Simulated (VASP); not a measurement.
# Sm (Im-3m) in VASP: a series of runs, part 2 of 3

VASP 6.6.1.

### Step 4. Single point, PBE+U, collinear spin, ferromagnetic start (34.94 Å³/atom)

This run uses another cell than the first one, of 34.94 Å³/atom.

INCAR reads:

```
PREC = Accurate
ENCUT = 600
EDIFF = 1E-6
ISMEAR = 0
SIGMA = 0.05
LREAL = F
LASPH = T
NELM = 200
ALGO = Normal
ISIF = 2
LWAVE = F
LCHARG = T
ISPIN = 2
MAGMOM = 6.59
LORBIT = 11
LMAXMIX = 6
LDAU = T
LDAUTYPE = 2
LDAUL = 3
LDAUU = 6
LDAUJ = 0
LDAUPRINT = 1
GGA = PE
LELF = T
LVHAR = T
NBANDS = 18
GGA_COMPAT = F
```

KPOINTS reads:

```
Automatic mesh
0
Gamma
  8 8 8
```

POSCAR reads:

```
Sm
1.0
   -2.0593861029      2.0593861029      2.0593861029
    2.0593861029     -2.0593861029      2.0593861029
    2.0593861029      2.0593861029     -2.0593861029
Sm
1
Direct
    0.0000000000      0.0000000000      0.0000000000
```

Potentials or basis: VASP PAW PBE potentials, release 64 (Sm).

Command:

```bash
> cat potpaw_PBE.64/Sm/POTCAR > POTCAR
> mpirun -np 1 vasp_std > vasp.out
```

OUTCAR:

```text
PREC = Accurate
   ENCUT = 600
   EDIFF = 1E-6
   ISMEAR = 0
   LREAL = F
   LASPH = T
   NELM = 200
   ISIF = 2
   ISPIN = 2
   LORBIT = 11
   GGA = PE

 ion  position               nearest neighbor table
   1  0.000  0.000  0.000-

  LATTYP: Found a body centered cubic cell.
 ALAT       =     4.1187722058

  Lattice vectors:

 A1 = (  -2.0593861029,   2.0593861029,   2.0593861029)
 A2 = (   2.0593861029,  -2.0593861029,   2.0593861029)
 A3 = (   2.0593861029,   2.0593861029,  -2.0593861029)

Analysis of symmetry for initial positions (statically):
=====================================================================
 Subroutine PRICEL returns:
 Original cell was already a primitive cell.

 Routine SETGRP: Setting up the symmetry group for a
 body centered cubic supercell.

 Subroutine GETGRP returns: Found 48 space group operations
 (whereof 48 operations were pure point group operations)
 out of a pool of 48 trial point group operations.

The static configuration has the point symmetry O_h .

Analysis of symmetry for dynamics (positions and initial velocities):
=====================================================================
 Subroutine PRICEL returns:
 Original cell was already a primitive cell.

 Routine SETGRP: Setting up the symmetry group for a
 body centered cubic supercell.

 Subroutine GETGRP returns: Found 48 space group operations
 (whereof 48 operations were pure point group operations)
 out of a pool of 48 trial point group operations.

The dynamic configuration has the point symmetry O_h .

Analysis of structural, dynamic, and magnetic symmetry:
=====================================================================
 Subroutine PRICEL returns:
 Original cell was already a primitive cell.

 Routine SETGRP: Setting up the symmetry group for a
 body centered cubic supercell.

 Subroutine GETGRP returns: Found 48 space group operations
 (whereof 48 operations were pure point group operations)
 out of a pool of 48 trial point group operations.

The overall configuration has the point symmetry O_h .

 Subroutine INISYM returns: Found 48 space group operations
 (whereof 48 operations are pure point group operations),
 and found     1 'primitive' translations
[... 152 lines left out ...]
 -0.0000  0.0002  0.0000  0.0000  0.0000 -0.0000  0.0000
 -0.0000  0.0000  0.0003  0.0000  0.0000 -0.0000  0.0000
 -0.0000  0.0000  0.0000  0.0002  0.0000 -0.0000  0.0000
 -0.0000  0.0000  0.0000  0.0000  0.0003  0.0000  0.0000
 -0.0000 -0.0000 -0.0000 -0.0000  0.0000  0.0003  0.0000
  0.0000  0.0000  0.0000  0.0000  0.0000  0.0000  0.0003

 occupancies and eigenvectors

  o =  0.0002  v =  0.0000  0.0000  0.0000  0.0000  0.0000  0.0000  0.0000  0.0000  1.0000 -0.0000 -0.0000 -0.0000  0.0000 -0.0000      0.0000  0.0000  0.0000  0.0000  0.0000  0.0000  0.0000  0.0000  0.0000  0.0000  0.0000  0.0000  0.0000  0.0000
  o =  0.0002  v =  0.0000  0.0000  0.0000  0.0000  0.0000  0.0000  0.0000 -0.0001  0.0000 -0.0001  1.0000  0.0000  0.0000 -0.0001      0.0000  0.0000  0.0000  0.0000  0.0000  0.0000  0.0000  0.0000  0.0000  0.0000  0.0000  0.0000  0.0000  0.0000
  o =  0.0002  v =  0.0000  0.0000  0.0000  0.0000  0.0000  0.0000  0.0000  0.7905 -0.0000  0.6123  0.0001  0.0055  0.0000 -0.0071      0.0000  0.0000  0.0000  0.0000  0.0000  0.0000  0.0000  0.0000  0.0000  0.0000  0.0000  0.0000  0.0000  0.0000
  o =  0.0002  v =  0.0000  0.0000  0.0000  0.0000  0.0000  0.0000  0.0000  0.0071  0.0000  0.0055  0.0001 -0.6123  0.0000  0.7905      0.0000  0.0000  0.0000  0.0000  0.0000  0.0000  0.0000  0.0000  0.0000  0.0000  0.0000  0.0000  0.0000  0.0000
  o =  0.0003  v =  0.0000  0.0000  0.0000  0.0000  0.0000  0.0000  0.0000  0.6124 -0.0000 -0.7906 -0.0000  0.0029 -0.0000  0.0023      0.0000  0.0000  0.0000  0.0000  0.0000  0.0000  0.0000  0.0000  0.0000  0.0000  0.0000  0.0000  0.0000  0.0000
  o =  0.0003  v =  0.0000  0.0000  0.0000  0.0000  0.0000  0.0000  0.0000  0.0023 -0.0000 -0.0029 -0.0000 -0.7906  0.0008 -0.6124      0.0000  0.0000  0.0000  0.0000  0.0000  0.0000  0.0000  0.0000  0.0000  0.0000  0.0000  0.0000  0.0000  0.0000
  o =  0.0003  v =  0.0000  0.0000  0.0000  0.0000  0.0000  0.0000  0.0000 -0.0000  0.0000  0.0000  0.0000 -0.0006 -1.0000 -0.0005      0.0000  0.0000  0.0000  0.0000  0.0000  0.0000  0.0000  0.0000  0.0000  0.0000  0.0000  0.0000  0.0000  0.0000
  o =  0.5418  v = -0.0001 -0.0000  0.0001  0.0000 -0.0267 -0.9994 -0.0207  0.0000  0.0000  0.0000  0.0000  0.0000  0.0000  0.0000      0.0000  0.0000  0.0000  0.0000  0.0000  0.0000  0.0000  0.0000  0.0000  0.0000  0.0000  0.0000  0.0000  0.0000
  o =  0.5418  v =  0.6124 -0.0000 -0.7906 -0.0000 -0.0001 -0.0001 -0.0001  0.0000  0.0000  0.0000  0.0000  0.0000  0.0000  0.0000      0.0000  0.0000  0.0000  0.0000  0.0000  0.0000  0.0000  0.0000  0.0000  0.0000  0.0000  0.0000  0.0000  0.0000
  o =  0.5418  v =  0.0001  0.0000 -0.0001  0.0000  0.7901 -0.0338  0.6120  0.0000  0.0000  0.0000  0.0000  0.0000  0.0000  0.0000      0.0000  0.0000  0.0000  0.0000  0.0000  0.0000  0.0000  0.0000  0.0000  0.0000  0.0000  0.0000  0.0000  0.0000
  o =  0.9784  v = -0.0000 -1.0000 -0.0000 -0.0000  0.0000  0.0000 -0.0000  0.0000  0.0000  0.0000  0.0000  0.0000  0.0000  0.0000      0.0000  0.0000  0.0000  0.0000  0.0000  0.0000  0.0000  0.0000  0.0000  0.0000  0.0000  0.0000  0.0000  0.0000
  o =  0.9787  v =  0.7906 -0.0000  0.6124  0.0005 -0.0002  0.0000  0.0002  0.0000  0.0000  0.0000  0.0000  0.0000  0.0000  0.0000      0.0000  0.0000  0.0000  0.0000  0.0000  0.0000  0.0000  0.0000  0.0000  0.0000  0.0000  0.0000  0.0000  0.0000
  o =  0.9787  v = -0.0005 -0.0000 -0.0003  0.8400 -0.3322  0.0000  0.4289  0.0000  0.0000  0.0000  0.0000  0.0000  0.0000  0.0000      0.0000  0.0000  0.0000  0.0000  0.0000  0.0000  0.0000  0.0000  0.0000  0.0000  0.0000  0.0000  0.0000  0.0000
  o =  0.9787  v = -0.0000  0.0000 -0.0000  0.5425  0.5144  0.0000 -0.6641  0.0000  0.0000  0.0000  0.0000  0.0000  0.0000  0.0000      0.0000  0.0000  0.0000  0.0000  0.0000  0.0000  0.0000  0.0000  0.0000  0.0000  0.0000  0.0000  0.0000  0.0000

 number of electron      16.0000000 magnetization       6.1856404

 Free energy of the ion-electron system (eV)
  ---------------------------------------------------
  ext. energy  EPLUGINS =         0.00000000
  ---------------------------------------------------
  free energy    TOTEN  =        -6.67409336 eV

  energy without entropy =       -6.66300712  energy(sigma->0) =       -6.66855024

 E-fermi :   2.9370     XC(G=0):  -9.6601

 val. band max:        2.9267839131   @ k =  -0.2500   0.3750   0.1250
 cond. band min:       2.9371748491   @ k =  -0.3750   0.3750   0.1250
 fundamental gap:      0.0103909360
 Fermi energy:         2.9370462921

 spin component 1

 k-point     1 :       0.0000    0.0000    0.0000
  band No.  band energies     occupation
      1     -36.9823      1.00000
      2     -16.1798      1.00000
      3     -16.1798      1.00000
      4     -16.1798      1.00000
      5      -1.4130      1.00000
      6       0.0070      1.00000
[... 1001 lines left out ...]
     17      10.5266      0.00000
     18      14.6424      0.00000

 [... further k-points ...]

------------------------ aborting loop because EDIFF is reached ----------------------------------------

  FORCE on cell =-STRESS in cart. coord.  units (eV):
  Direction    XX          YY          ZZ          XY          YZ          ZX
  --------------------------------------------------------------------------------------
  -------------------------------------------------------------------------------------
  Total        0.6981496      0.6981496      0.6981496      0.0000000     -0.0000000      0.0000000
  in kB       32.0173778     32.0173778     32.0173778      0.0000000     -0.0000000      0.0000000
  external PRESSURE =      32.0173778 kB  Pullay stress =       0.0000000 kB

 VOLUME and BASIS-vectors are now :
 -----------------------------------------------------------------------------
  energy-cutoff  :      600.00
  volume of cell :       34.94
      direct lattice vectors                 reciprocal lattice vectors
    -2.059386103  2.059386103  2.059386103     0.000000000  0.242790800  0.242790800
     2.059386103 -2.059386103  2.059386103     0.242790800  0.000000000  0.242790800
     2.059386103  2.059386103 -2.059386103     0.242790800  0.242790800  0.000000000

 POSITION                                       TOTAL-FORCE (eV/Angst)
 -----------------------------------------------------------------------------------
      0.00000      0.00000      0.00000         0.000000      0.000000     -0.000000
 -----------------------------------------------------------------------------------
    total drift:                               -0.000000     -0.000000     -0.000000

  FREE ENERGIE OF THE ION-ELECTRON SYSTEM (eV)
  ---------------------------------------------------
  free  energy   TOTEN  =        -6.6740933649 eV

  energy  without entropy=       -6.6630071229  energy(sigma->0) =       -6.66855024

 total charge

# of ion       s       p       d       f       tot
--------------------------------------------------
    1        2.084   5.622   0.424   5.535  13.665

 magnetization (x)

# of ion       s       p       d       f       tot
--------------------------------------------------
    1       -0.010  -0.072   0.156   5.531   5.606
```

OSZICAR:

```text
N       E                     dE             d eps       ncg     rms          rms(c)
DAV:   1     0.108182589195E+03    0.10818E+03   -0.64090E+03  2592   0.420E+03
DAV:   2     0.128852468543E+02   -0.95297E+02   -0.87495E+02  2676   0.286E+02
[... 16 lines left out ...]
DAV:  19    -0.667415740459E+01    0.22019E-03   -0.29590E-03  2854   0.711E-01    0.255E-01
DAV:  20    -0.667408118169E+01    0.76223E-04   -0.33363E-04  3796   0.231E-01    0.111E-01
DAV:  21    -0.667409198850E+01   -0.10807E-04   -0.76593E-05  3402   0.158E-01    0.658E-02
DAV:  22    -0.667409096353E+01    0.10250E-05   -0.49006E-05  3840   0.433E-02    0.265E-02
DAV:  23    -0.667409284247E+01   -0.18789E-05   -0.10665E-05  3134   0.273E-02    0.199E-02
DAV:  24    -0.667409336494E+01   -0.52247E-06   -0.12387E-06  1462   0.994E-03
   1 F= -.66740934E+01 E0= -.66685502E+01  d E =-.110862E-01  mag=     6.1836
```

It took 3.1 min on 1 thread of Intel Xeon 8259CL, shared host; peak memory 0.21 GiB.

What came out:

- Free energy: -6.6741 eV
- Pressure: 3.2 GPa
- Net moment: 6.19 μB per cell
- Site moments: Sm +5.61 μB
- Valence electrons inside the program's atomic spheres: Sm 13.66

Eigenvalues of the final occupation matrices:
```
    site  spin  trace                         eigenvalues
site 1 f     1   5.54  0.54 0.54 0.54 0.98 0.98 0.98 0.98
site 1 f     2   0.00  0.00 0.00 0.00 0.00 0.00 0.00 0.00
```

Caveat: the magnetic or orbital state may not be the lowest; the cell stands under pressure; spin-orbit coupling is left out, which moves the levels of the heavy elements. The state reached can hang on the start; a lower one may exist.

(Part 2 of 3 ends here.)
